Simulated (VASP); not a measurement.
Set up this calculation in VASP 6.6.1, as the native input.

```yaml
Task: single point
Functional: PBEsol
Potentials_or_basis: VASP PAW PBE potentials, release 64 (Mg, O)
Cutoff: 520 eV
k_mesh: 10 × 10 × 10
Occupations: gaussian, width 0.05 eV
Spin: no spin polarisation
Dipole_correction: no
Further_INCAR_settings: ALGO = Normal; EDIFF = 1e-07; NBANDS = 11
```

The structure of MgO lies in POSCAR:

```
MgO
1.0
   -0.1007392680      2.0579593322      2.0579593322
    2.0579593322     -0.1007392680      2.0579593322
    2.0579593322      2.0579593322     -0.1007392680
Mg O
1 1
Direct
    0.0000000000      0.0000000000      0.0000000000
    0.5000000000      0.5000000000      0.5000000000
```

This cell differs from its parent crystal: ratio of the length along [111] to the lengths across it x 0.93, volume and fractional coordinates fixed.

These files were run (other wordings do the same):

INCAR

```
PREC = Accurate ; ENCUT = 520
EDIFF = 1E-7 ; ISMEAR = 0
SIGMA = 0.05 ; LREAL = F
LASPH = T ; NELM = 100
ALGO = Normal ; ISIF = 2
LWAVE = F ; LCHARG = F
GGA = PS ; NBANDS = 11
```

KPOINTS

```
regular mesh
0
Gamma
  10 10 10
```

Potentials or basis: VASP PAW PBE potentials, release 64 (Mg, O).

Run with:

```bash
$ cat potpaw_PBE.64/Mg/POTCAR potpaw_PBE.64/O/POTCAR > POTCAR
$ mpirun -np 1 vasp_std > vasp.out
```

It gave:

| Property | Result |
| --- | --- |
| Pressure | -0.5 GPa |
| Band gap on the k mesh | 4.21 eV, direct |

Caveat: the PAW data sets were made with another functional, which shifts forces and pressure a little.

It took 8 s on 1 thread of Intel(R) Xeon(R) 6975P-C (Granite Rapids) (shared host), peak memory 0.15 GiB.
